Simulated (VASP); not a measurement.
A run of VASP 6.6.1 is set up as follows.

INCAR

```
SYSTEM = Au
PREC = Accurate ; ENCUT = 520
EDIFF = 1E-6 ; ISMEAR = 0
SIGMA = 0.15 ; LREAL = .False.
LASPH = .True. ; NELM = 100
ALGO = Fast ; ISIF = 2
LWAVE = .False. ; LCHARG = .True.
GGA = PS ; LELF = .True.
LVHAR = .True. ; NBANDS = 12
```

The input KPOINTS:

```
regular mesh
0
Gamma
  20 20 20
  0 0 0
```

POSCAR

```
Au
1.0
   -1.6075509300      1.6075509300      1.6075509300
    1.6075509300     -1.6075509300      1.6075509300
    1.6075509300      1.6075509300     -1.6075509300
Au
1
Direct
    0.0000000000      0.0000000000      0.0000000000
```

Potentials or basis: VASP PAW PBE potentials, release 64 (Au).

Launch:

```sh
$ cat potpaw_PBE.64/Au/POTCAR > POTCAR
$ mpirun -np 1 vasp_std > vasp.out
```

Estimate the pressure.

4.5 GPa.

Caveat: the cell differs from its parent crystal (strain -0.030 along x and y, -0.030 along z); the PAW data sets were made with another functional, which shifts forces and pressure a little.
